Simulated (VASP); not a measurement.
# CdS (P3m1) in VASP: notebook

Runs on CdS. Level: PBEsol. Tasks: single point.

Everything below comes from runs of VASP 6.6.1. Logs are shortened: lines on timing, memory, paths and dates and some standing lists are left out, and cuts for length are marked.

### 1 The cell of the first run

It takes space group P3m1 (No. 156, trigonal). The conventional cell has a = 4.320 Å, b = 4.320 Å, c = 5.648 Å, α = 90.00°, β = 90.00°, γ = 120.00°. Cd (site symmetry 3m) has 3 S at 2.49 Å within 3.3 Å. S (site symmetry 3m) has 3 Cd at 2.49 Å within 3.3 Å.

### 2 Single point, PBEsol

The input, INCAR:

```
SYSTEM = CdS
PREC = Accurate
ENCUT = 540
EDIFF = 1E-6
ISMEAR = 0
SIGMA = 0.05
LREAL = .FALSE.
LASPH = .TRUE.
NELM = 120
ALGO = Normal
ISIF = 2
LWAVE = .FALSE.
LCHARG = .FALSE.
GGA = PS
NBANDS = 20
GGA_COMPAT = .FALSE.
```

The input, KPOINTS:

```
regular mesh
0
G
  9 9 6
  0 0 0
```

The input, POSCAR:

```
CdS
1.0
    4.3195490283      0.0000000000      0.0000000000
   -2.1597745142      3.7408391914      0.0000000000
    0.0000000000      0.0000000000      5.6483443581
Cd S
1 1
Direct
    0.0000000000      0.0000000000      0.4426919200
    0.6666666667      0.3333333333      0.4343080800
```

Potentials or basis: VASP PAW PBE potentials, release 64 (Cd_sv_GW, S).

Run with:

```bash
$ cat potpaw_PBE.64/Cd_sv_GW/POTCAR potpaw_PBE.64/S/POTCAR > POTCAR
$ mpirun -np 1 vasp_std > vasp.out
```

OUTCAR:

```text
SYSTEM = CdS
   PREC = Accurate
   ENCUT = 540
   EDIFF = 1E-6
   ISMEAR = 0
   LREAL = .FALSE.
   LASPH = .TRUE.
   NELM = 120
   ISIF = 2
   GGA = PS

 ion  position               nearest neighbor table
   1  0.000  0.000  0.443-   2 2.49   2 2.49   2 2.49
   2  0.667  0.333  0.434-   1 2.49   1 2.49   1 2.49

  LATTYP: Found a hexagonal cell.
 ALAT       =     4.3195490283
 C/A-ratio  =     1.3076236248

  Lattice vectors:

 A1 = (   4.3195490283,   0.0000000000,   0.0000000000)
 A2 = (  -2.1597745142,   3.7408391914,   0.0000000000)
 A3 = (   0.0000000000,   0.0000000000,   5.6483443581)

Analysis of symmetry for initial positions (statically):
=====================================================================
 Subroutine PRICEL returns:
 Original cell was already a primitive cell.

 Routine SETGRP: Setting up the symmetry group for a
 hexagonal supercell.

 Subroutine GETGRP returns: Found  6 space group operations
 (whereof  6 operations were pure point group operations)
 out of a pool of 24 trial point group operations.

The static configuration has the point symmetry C_3v.

Analysis of symmetry for dynamics (positions and initial velocities):
=====================================================================
 Subroutine PRICEL returns:
 Original cell was already a primitive cell.

 Routine SETGRP: Setting up the symmetry group for a
 hexagonal supercell.

 Subroutine GETGRP returns: Found  6 space group operations
 (whereof  6 operations were pure point group operations)
 out of a pool of 24 trial point group operations.

The dynamic configuration has the point symmetry C_3v.

 Subroutine INISYM returns: Found  6 space group operations
 (whereof  6 operations are pure point group operations),
 and found     1 'primitive' translations

----------------------------------------------------------------------------------------

                                     Primitive cell

  volume of cell :      91.2701

  direct lattice vectors                    reciprocal lattice vectors
     4.319549028  0.000000000  0.000000000     0.231505649  0.133659849  0.000000000
    -2.159774514  3.740839191  0.000000000     0.000000000  0.267319697  0.000000000
     0.000000000  0.000000000  5.648344358     0.000000000  0.000000000  0.177043030

  length of vectors
     4.319549028  4.319549028  5.648344358     0.267319697  0.267319697  0.177043030

  position of ions in fractional coordinates (direct lattice)
     0.000000000  0.000000000  0.442691920
[... 70 lines left out ...]
   ISTART =      0    job   : 0-new  1-cont  2-samecut
   ICHARG =      2    charge: 1-file 2-atom 10-const
   ISPIN  =      1    spin polarized calculation?
   LNONCOLLINEAR =      F non collinear calculations
   LSORBIT =      F    spin-orbit coupling
   LASPH  =      T    aspherical Exc in radial PAW
   ENCUT  =  540.0 eV  39.69 Ry    6.30 a.u.   8.18  8.18 10.70*2*pi/ulx,y,z
   NELM   =    120;   NELMIN=  2; NELMDL= -5     # of ELM steps
   EDIFF  = 0.1E-05   stopping-criterion for ELM
   LREAL  =      F    real-space projection
   EDIFFG = 0.1E-04   stopping-criterion for IOM
   NSW    =      0    number of steps for IOM
   IBRION =     -1    ionic relax: 0-MD 1-quasi-New 2-CG
   NFREE  =      0    steps in history (QN), initial steepest desc. (CG)
   ISIF   =      2    stress and relaxation
   ISYM   =      2    0-nonsym 1-usesym 2-fastsym
   POTIM  = 0.5000    time-step for ionic-motion
   TEBEG  =    0.0;   TEEND  =   0.0 temperature during run
   PSTRESS=    0.0 pullay stress
   NELECT =      26.0000    total number of electrons
   NUPDOWN=      -1.0000    fix difference up-down
   EMIN   =  10.00;   EMAX   =-10.00  energy-range for DOS
   EFERMI =   0.00;   METHOD = LEGACY
   ISMEAR =     0;   SIGMA  =   0.05  broadening in eV -4-tet -1-fermi 0-gaus
   EFERMI_NEDOS =   21; number of points for ismear=-14 and -15
   IALGO  =     38    algorithm
   IMIX   =      4    mixing-type and parameters
     AMIX     =   0.40;   BMIX     =  1.00
     AMIX_MAG =   1.60;   BMIX_MAG =  1.00
  volume/ion in A,a.u.               =      45.64       307.96
  Fermi-wavevector in a.u.,A,eV,Ry     =   1.077184  2.035582 15.787174  1.160325
  Thomas-Fermi vector in A             =   2.213088
   LORBIT       =      0    0 simple, 1 ext, 2 COOP (PROOUT), +10 PAW based schemes
   GGA     = PS    functional components
   LHFCALC =     F    Hartree Fock is set to
   AEXX    =    0.0000 exact exchange contribution
   IVDW    =     0    specifies the selected vdW correction
   LEPSILON=     F    determine dielectric tensor
   LRPA    =     F    only Hartree local field effects (RPA)
 non-spin polarized calculation
 Gauss-broadening in eV      SIGMA  =   0.05
  energy-cutoff  :      540.00
  volume of cell :       91.27
 maximum number of plane-waves:      2631
 NGX is ok and might be reduce to    36

 number of electron      26.0000003 magnetization

 Free energy of the ion-electron system (eV)
  ---------------------------------------------------
  ext. energy  EPLUGINS =         0.00000000
  ---------------------------------------------------
  free energy    TOTEN  =        -6.21059386 eV

  energy without entropy =       -6.21059386  energy(sigma->0) =       -6.21059386

 E-fermi :  -1.0605     XC(G=0):  -6.3065

 val. band max:       -1.3482003764   @ k =   0.3333   0.3333   0.0000
 cond. band min:      -0.1178600633   @ k =   0.0000   0.0000   0.0000
 fundamental gap:      1.2303403131
 Fermi energy:        -1.0604967435

 k-point     1 :       0.0000    0.0000    0.0000
  band No.  band energies     occupation
      1    -102.5283      2.00000
      2     -63.6884      2.00000
      3     -63.5907      2.00000
      4     -63.5907      2.00000
      5     -12.8195      2.00000
      6      -8.9402      2.00000
[... 541 lines left out ...]
     19       8.3462      0.00000
     20       9.7803      0.00000

 [... further k-points ...]
[... 5 lines left out ...]
  --------------------------------------------------------------------------------------
  -------------------------------------------------------------------------------------
  Total       -2.4339387     -2.4339387     -0.2945244      0.0000000      0.0000000     -0.0000000
  in kB      -42.7259380    -42.7259380     -5.1701513      0.0000000      0.0000000     -0.0000000
  external PRESSURE =     -30.2073425 kB  Pullay stress =       0.0000000 kB

 VOLUME and BASIS-vectors are now :
 -----------------------------------------------------------------------------
  energy-cutoff  :      540.00
  volume of cell :       91.27
      direct lattice vectors                 reciprocal lattice vectors
     4.319549028  0.000000000  0.000000000     0.231505649  0.133659849  0.000000000
    -2.159774514  3.740839191  0.000000000     0.000000000  0.267319697  0.000000000
     0.000000000  0.000000000  5.648344358     0.000000000  0.000000000  0.177043030

 POSITION                                       TOTAL-FORCE (eV/Angst)
 -----------------------------------------------------------------------------------
      0.00000      0.00000      2.50048        -0.000000     -0.000000     -0.023619
      2.15977      1.24695      2.45312         0.000000      0.000000      0.023619
 -----------------------------------------------------------------------------------
    total drift:                               -0.000001      0.000000     -0.000124

  FREE ENERGIE OF THE ION-ELECTRON SYSTEM (eV)
  ---------------------------------------------------
  free  energy   TOTEN  =        -6.2105938620 eV

  energy  without entropy=       -6.2105938620  energy(sigma->0) =       -6.21059386
```

It took 44 s on 1 thread of Intel Xeon 6975P-C (Granite Rapids), shared host; peak memory 0.33 GiB.

What came out:

```yaml
Free_energy: -6.2106 eV
Pressure: -3.0 GPa
Largest_force: 0.024 eV/Å
Band_gap_on_the_k_mesh: 1.23 eV, indirect (least direct gap 1.31 eV)
```

Forces in eV/Å, atoms in the order of the input:
```
Cd   0.000  0.000 -0.024
S    0.000  0.000  0.024
```

Caveat: the PAW data sets were made with another functional, which shifts forces and pressure a little.

### 3 Single point, PBEsol

This run uses another cell than the first one, of the same volume but with other edges.

The input, INCAR:

```
SYSTEM = CdS
PREC = Accurate ; ENCUT = 540
EDIFF = 1E-6 ; ISMEAR = 0
SIGMA = 0.05 ; LREAL = .FALSE.
LASPH = .TRUE. ; NELM = 120
ALGO = Normal ; ISIF = 2
LWAVE = .FALSE. ; LCHARG = .FALSE.
GGA = PS ; NBANDS = 20
GGA_COMPAT = .FALSE.
```

The input, KPOINTS:

```
Automatic mesh
0
G
  9 9 6
  0 0 0
```

The input, POSCAR:

```
CdS
1.0
    4.1924290255      0.0000000000      0.0000000000
   -2.0962145128      3.6307500396      0.0000000000
    0.0000000000      0.0000000000      5.9960679179
Cd S
1 1
Direct
    0.0000000000      0.0000000000      0.4426919200
    0.6666666667      0.3333333333      0.4343080800
```

Potentials or basis: VASP PAW PBE potentials, release 64 (Cd_sv_GW, S).

Run with:

```bash
$ cat potpaw_PBE.64/Cd_sv_GW/POTCAR potpaw_PBE.64/S/POTCAR > POTCAR
$ mpirun -np 1 vasp_std > vasp.out
```

Run time: 2.6 min. Hardware: 1 thread of AMD EPYC 7R43 (Zen 3), shared host; peak memory 0.26 GiB.

It converged, with:

```
Free energy            : -6.2794 eV
Pressure               : -0.6 GPa
Largest force          : 0.006 eV/Å
Band gap on the k mesh : 1.53 eV, indirect (the least direct gap lies 2.7 meV higher)
```

Forces in eV/Å, atoms in the order of the input:
```
Cd   0.000  0.000 -0.006
S    0.000  0.000  0.006
```

Stress tensor (GPa, compression positive):
```
-0.69  0.00  0.00
 0.00 -0.69  0.00
 0.00  0.00 -0.52
```

Levels at points of the mesh, in eV from the valence-band top:
```tsv
k point	band 11	band 12	band 13	band 14	band 15	band 16
(0.00, 0.00, 0.00)	-1.30	0.00	0.00	1.53	5.50	6.88
(0.00, 0.00, 0.50)	-1.46	0.00	0.00	1.77	5.06	6.92
```

Caveat: the PAW data sets were made with another functional, which shifts forces and pressure a little. A k mesh can miss the band edges.

### 4 Single point, PBEsol

This run uses another cell than the first one, of the same volume but with other edges.

The input, INCAR:

```
ALGO = Normal
EDIFF = 1E-6
ENCUT = 540
GGA = PS
GGA_COMPAT = F
ISIF = 2
ISMEAR = 0
LASPH = T
LCHARG = F
LREAL = F
LWAVE = F
NBANDS = 20
NELM = 120
PREC = Accurate
SIGMA = 0.05
```

The input, KPOINTS:

```
k-points
0
Gamma
  9 9 6
```

The input, POSCAR:

```
CdS
1.0
    4.1279198581      0.0000000000      0.0000000000
   -2.0639599291      3.5748834619      0.0000000000
    0.0000000000      0.0000000000      6.1849396674
Cd S
1 1
Direct
    0.0000000000      0.0000000000      0.4426919200
    0.6666666667      0.3333333333      0.4343080800
```

Run with:

```bash
$ cat potpaw_PBE.64/Cd_sv_GW/POTCAR potpaw_PBE.64/S/POTCAR > POTCAR
$ mpirun -np 1 vasp_std > vasp.out
```

Run time: 1.8 min. Hardware: 1 thread of AMD EPYC 9R45 (Zen 5), shared host; peak memory 0.26 GiB.

Results (log left out):

```
Free energy            : -6.2631 eV
Pressure               : 0.8 GPa
Largest force          : 0.008 eV/Å
Band gap on the k mesh : 1.63 eV, indirect (the least direct gap lies 1.7 meV higher)
```

Forces in eV/Å, atoms in the order of the input:
```
Cd   0.000  0.000  0.008
S    0.000  0.000 -0.008
```

Stress tensor (GPa, compression positive):
```
 1.52  0.00  0.00
 0.00  1.52  0.00
 0.00  0.00 -0.53
```

Levels at points of the mesh, in eV from the valence-band top:
| k point | band 10 | band 11 | band 12 | band 13 | band 14 | band 15 | band 16 | band 17 |
| --- | --- | --- | --- | --- | --- | --- | --- | --- |
| (0.00, 0.00, 0.00) | -7.04 | -1.54 | 0.00 | 0.00 | 1.63 | 5.33 | 6.77 | 6.90 |
| (0.00, 0.00, 0.50) | -7.04 | -1.67 | 0.00 | 0.00 | 1.86 | 4.96 | 6.92 | 6.92 |

Caveat: the PAW data sets were made with another functional, which shifts forces and pressure a little.

### 5 Single point, PBEsol

This run uses another cell than the first one, of the same volume but with other edges.

The input, INCAR:

```
SYSTEM = CdS
PREC = Accurate
ENCUT = 540
EDIFF = 1E-6
ISMEAR = 0
SIGMA = 0.05
LREAL = .False.
LASPH = .True.
NELM = 120
ALGO = Normal
ISIF = 2
LWAVE = .False.
LCHARG = .True.
GGA = PS
LELF = .True.
LVHAR = .True.
NBANDS = 20
GGA_COMPAT = .False.
```

The input, KPOINTS:

```
Automatic mesh
0
Gamma
  9 9 6
  0 0 0
```

The input, POSCAR:

```
CdS
1.0
    4.0099141072      0.0000000000      0.0000000000
   -2.0049570536      3.4726874838      0.0000000000
    0.0000000000      0.0000000000      6.5543230253
Cd S
1 1
Direct
    0.0000000000      0.0000000000      0.4426919200
    0.6666666667      0.3333333333      0.4343080800
```

Run with:

```bash
$ cat potpaw_PBE.64/Cd_sv_GW/POTCAR potpaw_PBE.64/S/POTCAR > POTCAR
$ mpirun -np 1 vasp_std > vasp.out
```

Wall time 2.5 min (1 thread of Intel Xeon Platinum 8488C (Sapphire Rapids), shared host); peak memory 0.29 GiB.

The run converged. Its results:

| Quantity | Value |
| --- | --- |
| Free energy | -6.1177 eV |
| Pressure | 4.1 GPa |
| Largest force | 0.045 eV/Å |
| Band gap on the k mesh | 1.79 eV, indirect (the least direct gap lies 0.7 meV higher) |

Forces on the atoms (eV/Å):
```
Cd   0.000  0.000  0.045
S    0.000  0.000 -0.045
```

Stress tensor (GPa, compression positive):
```
 6.36  0.00  0.00
 0.00  6.36  0.00
 0.00  0.00 -0.54
```

Levels at points of the mesh, in eV from the valence-band top:
| k point | band 9 | band 10 | band 11 | band 12 | band 13 | band 14 | band 15 | band 16 | band 17 | band 18 |
| --- | --- | --- | --- | --- | --- | --- | --- | --- | --- | --- |
| (0.00, 0.00, 0.00) | -7.58 | -7.25 | -2.04 | 0.00 | 0.00 | 1.79 | 5.00 | 6.52 | 6.89 | 6.89 |
| (0.00, 0.00, 0.50) | -7.58 | -7.25 | -2.12 | 0.00 | 0.00 | 2.00 | 4.72 | 6.90 | 6.90 | 7.56 |

Caveat: the PAW data sets were made with another functional, which shifts forces and pressure a little. A k mesh can miss the band edges.

### 6 The runs side by side

| cell | gap on the mesh (eV) | pressure (GPa) | largest force (eV/Å) |
| --- | --- | --- | --- |
| a = 4.320, b = 4.320, c = 5.648 Å, angles 90.0, 90.0, 120.0°, 2 atoms | 1.23 | -3.0 | 0.02 |
| a = 4.192, b = 4.192, c = 5.996 Å, angles 90.0, 90.0, 120.0°, 2 atoms | 1.53 | -0.6 | 0.01 |
| a = 4.128, b = 4.128, c = 6.185 Å, angles 90.0, 90.0, 120.0°, 2 atoms | 1.63 | 0.8 | 0.01 |
| a = 4.010, b = 4.010, c = 6.554 Å, angles 90.0, 90.0, 120.0°, 2 atoms | 1.79 | 4.1 | 0.05 |

Alike in all rows: task single point; level PBEsol; potentials or basis VASP PAW PBE potentials, release 64 (Cd_sv_GW, S); no spin polarisation; k mesh 9 × 9 × 6; cutoff (eV) 540; smearing gaussian 0.05 eV.

Caveats: the PAW data sets were made with another functional, which shifts forces and pressure a little.

Absolute energies hang on the potentials; compare differences alone.
